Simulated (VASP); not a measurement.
Write the native input for VASP 6.6.1 that does the following.

| Property | Result |
| --- | --- |
| Task | single point |
| Functional | PBEsol |
| Potentials or basis | VASP PAW PBE potentials, release 64 (Mg, O, H) |
| Cutoff | 520 eV |
| k mesh | 2 × 2 × 1 |
| Occupations | fermi-dirac, width 0.02 eV |
| Spin | no spin polarisation |
| Dipole correction | no |
| Further INCAR settings | LREAL = Auto; ALGO = Normal; EDIFF = 1e-06; NBANDS = 68 |

The structure of Mg6HO6 lies in POSCAR:

```
Mg6HO6
1.0
    5.9623240000      0.0000000000      0.0000000000
    2.9811620000      5.1635240000      0.0000000000
    0.0000000000      0.0000000000     19.0852720000
Mg O H
12 12 2
Direct
    0.0000000000      0.0000000000      0.0523964238
   -0.0000004930      0.5000073593      0.0523964238
    0.5000063734      0.0000000000      0.0523964238
    0.4999891084      0.5000073593      0.0523964238
    0.6614282161      0.6646236175      0.1844616100
    0.6564951379      0.1716657074      0.1830731047
    0.1801411528      0.6563347047      0.1848807814
    0.1776591926      0.1638415935      0.1864369552
    0.3324811507      0.3283416519      0.3241190380
    0.3315033886      0.8282909114      0.3203569747
    0.8504087811      0.3168185139      0.3029927999
    0.8460275240      0.8099894568      0.3034486488
    0.3333296719      0.8333262322      0.1161681112
    0.3333372536      0.3333382395      0.1161681112
    0.8333360453      0.8333262322      0.1161681112
    0.8333268550      0.3333382395      0.1161681112
    0.0017053097      0.4906920158      0.2405729402
    0.0043367321     -0.0084051125      0.2403528752
    0.5022677032      0.4925318445      0.2466037686
    0.5044881873      0.9995692864      0.2484638416
    0.6595701114      0.2434383959      0.3893735442
    0.6542710501      0.6525388475      0.3839243161
    0.1538610385      0.1673275848      0.3760334147
    0.1444473644      0.6784126500      0.3737856081
    0.6008488477      1.2372170634      0.4437138753
    0.6542816560      0.7999769150      0.4041440960
```

These files were run (other wordings do the same):

INCAR

```
SYSTEM = Mg6HO6
ALGO = Normal
EDIFF = 1E-6
ENCUT = 520
GGA = PS
ISIF = 2
ISMEAR = -1
LASPH = .True.
LCHARG = .False.
LREAL = Auto
LWAVE = .False.
NBANDS = 68
NELM = 100
PREC = Accurate
SIGMA = 0.02
```

KPOINTS

```
k-points
0
Gamma
  2 2 1
  0 0 0
```

Potentials or basis: VASP PAW PBE potentials, release 64 (Mg, O, H).

Command:

```sh
$ cat potpaw_PBE.64/Mg/POTCAR potpaw_PBE.64/O/POTCAR potpaw_PBE.64/H/POTCAR > POTCAR
$ mpirun -np 1 vasp_std > vasp.out
```

It gave:

* Largest force: 4.203 eV/Å
* Band gap on the k mesh: zero (bands 49 and 50 overlap by 0.19 eV)

Caveat: the k points lie up to 0.61 Å⁻¹ apart; the PAW data sets were made with another functional, which shifts forces and pressure a little.

Run time: 7.8 min on 1 thread of AMD EPYC 7R43 64-Core Processor (Zen 3), with other jobs on the host, peak memory 0.65 GiB.
